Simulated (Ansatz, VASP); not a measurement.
## Ru in VASP and in Ansatz

The input INCAR:

```
SYSTEM = Ru
PREC = Accurate
ENCUT = 520
EDIFF = 1E-7
ISMEAR = 0
SIGMA = 0.15
LREAL = .FALSE.
LASPH = .TRUE.
NELM = 100
ALGO = Fast
ISIF = 2
LWAVE = .FALSE.
LCHARG = .FALSE.
GGA = PE
NBANDS = 21
```

The input KPOINTS:

```
Automatic mesh
0
G
  21 21 12
  0 0 0
```

Contents of POSCAR:

```
Ru
1.0
    2.7679346559      0.0000000000      0.0000000000
   -1.3839673280      2.3971017280      0.0000000000
    0.0000000000      0.0000000000      4.6462551133
Ru
2
Direct
    0.3333333333      0.6666666667      0.2500000000
    0.6666666667      0.3333333333      0.7500000000
```

Input for Ansatz:

```yaml
crystal:
  lattice:
    - [2.7679346559, 0.0, 0.0]
    - [-1.383967328, 2.397101728, 0.0]
    - [0.0, 0.0, 4.6462551133]
  atoms:
    - { symbol: Ru, position: [0.3333333333, 0.6666666667, 0.25] }
    - { symbol: Ru, position: [0.6666666667, 0.3333333333, 0.75] }
basis:
  ecutwfc: 420
kpoints:
  mp_grid: { grid: [21, 21, 12] }
hamiltonian:
  xc: pbe
  pseudopotentials: { kind: paw, azcp: { folder: soft_1 } }
scf:
  occupations: { method: gaussian, width: 0.15 }
output:
  forces: true
  stress: true
  eigenvalues: true
```

Alike in both runs: task single point; functional PBE; k mesh 21 × 21 × 12; occupations gaussian, width 0.15 eV; no spin polarisation.

```csv
,VASP,Ansatz
version,VASP 6.6.1,Ansatz 0.2.0
potentials or method,"VASP PAW PBE potentials, release 64 (Ru_pv), cutoff 520 eV","scalar-relativistic, plane waves, PAW"
valence electrons in the cell,28,32
```

|  | VASP | Ansatz | Ansatz less VASP |
| --- | --- | --- | --- |
| gap on the k mesh at the Fermi level (eV) | none | none | - |
| pressure (GPa) | -26.2 | -26.2 | +0.06 |
| traceless stress, the component that is largest in VASP (GPa) | -13.26 | -13.28 | -0.024 |

A gap of «none» marks a metal or a gap that the smearing closes. VASP's potentials hold 28 valence electrons a cell and Ansatz's 32, so a difference there can come from the potentials and not from the codes.
